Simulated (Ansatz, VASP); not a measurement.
## AlGa2As3 in VASP and in Ansatz

```xyz
6
Lattice="4.9912 0.0000 0.0000 0.0000 4.9912 0.0000 0.0000 0.0000 7.6742" Properties=species:S:1:pos:R:3 pbc="T T T"
Al    0.0000    0.0000    3.8371
Ga    2.4956    0.0000    0.0000
Ga    0.0000    2.4956    0.0000
As    0.0000    0.0000    1.4807
As    0.0000    0.0000    6.1934
As    2.4956    2.4956    0.0000
```

Alike in both runs: functional PBE; k mesh 8 × 8 × 6; occupations gaussian, width 0.1 eV; no spin polarisation.

Ansatz relaxed the structure, and its values are those at the end. VASP's run is a single point on that final structure, the one shown.

```csv
,VASP,Ansatz
version,VASP 6.6.1,Ansatz 0.2.0
potentials or method,"VASP PAW PBE potentials, release 64 (Al, Ga_d, As), cutoff 520 eV","scalar-relativistic, plane waves, PAW"
valence electrons in the cell,44,74
```

|  | VASP | Ansatz | Ansatz less VASP |
| --- | --- | --- | --- |
| gap on the k mesh at the Fermi level (eV) | none | none | - |
| pressure (GPa) | 0.1 | 0.0 | -0.10 |
| rms of the force components (eV/Å) | 0.005 | 0.000 | -0.0048 |

A gap of «none» marks a metal or a gap that the smearing closes. With one functional, cell and mesh, what is left measures potentials, basis and numerics. VASP's potentials hold 44 valence electrons a cell and Ansatz's 74, so a difference there can come from the potentials and not from the codes.
